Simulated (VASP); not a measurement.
Runs of VASP 6.6.1 on Sr. The structure is that of space group Fd-3m (No. 227), or close to it. The cells are those of the table. 

```tsv
cell	gap on the mesh (eV)	pressure (GPa)
a = 7.154 Å, angles 60.0°, 2 atoms	none	-0.1
a = 6.682 Å, angles 60.0°, 2 atoms	none	(a)
a = 6.879 Å, angles 60.0°, 2 atoms	none	0.1
a = 6.782 Å, angles 60.0°, 2 atoms	none	0.2
a = 7.065 Å, angles 60.0°, 2 atoms	none	-0.1
```

Alike in all rows: task single point; level RPBE; potentials or basis VASP PAW PBE potentials, release 64 (Sr_sv); no spin polarisation; k mesh 6 × 6 × 6; cutoff (eV) 520; smearing fermi-dirac 0.1 eV.

Q: Fill in the values left out.

A: (a) 0.4.

Caveats: the PAW data sets were made with another functional, which shifts forces and pressure a little.

A k mesh can miss the band edges, and the runs leave out spin-orbit coupling on Sr.

A gap of «none» marks levels without a gap at the run's occupations.
